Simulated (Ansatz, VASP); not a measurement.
**One calculation of Mg3Cd2Te3, two programs**

```
CELL_PARAMETERS angstrom
4.20533 2.42795 3.43393
-4.20533 2.42795 3.43393
0.00000 -4.85590 3.43393
ATOMIC_POSITIONS crystal
Mg 0.25037 0.74963 0.50000
Mg 0.74963 0.50000 0.25037
Mg 0.50000 0.25037 0.74963
Cd 0.74775 0.74775 0.74775
Cd 0.25225 0.25225 0.25225
Te 0.25864 0.74136 0.00000
Te 0.74136 0.00000 0.25864
Te 0.00000 0.25864 0.74136
```

Change from the starting cell: species swapped into the Nb3Al2Mo3 type (R32, No. 155).

Alike in both runs: functional PBE; k mesh 3 × 3 × 3; occupations gaussian, width 0.2 eV; no spin polarisation.

Ansatz relaxed the structure, and its values are those at the end. VASP's run is a single point on that final structure, the one shown.

|  | VASP | Ansatz |
| --- | --- | --- |
| version | VASP 6.6.1 | Ansatz 0.2.0 |
| potentials or method | VASP PAW PBE potentials, release 64 (Mg, Cd, Te), cutoff 520 eV | scalar-relativistic, plane waves, PAW |
| valence electrons in the cell | 48 | 118 |

|  | VASP | Ansatz | Ansatz less VASP |
| --- | --- | --- | --- |
| gap on the k mesh at the Fermi level (eV) | none | none | - |
| pressure (GPa) | -0.2 | -0.2 | +0.01 |
| rms of the force components (eV/Å) | 0.019 | 0.019 | -0.0002 |

A gap of «none» marks a metal or a gap that the smearing closes. VASP's potentials hold 48 valence electrons a cell and Ansatz's 118, so a difference there can come from the potentials and not from the codes.

Neither program's run includes spin-orbit coupling.
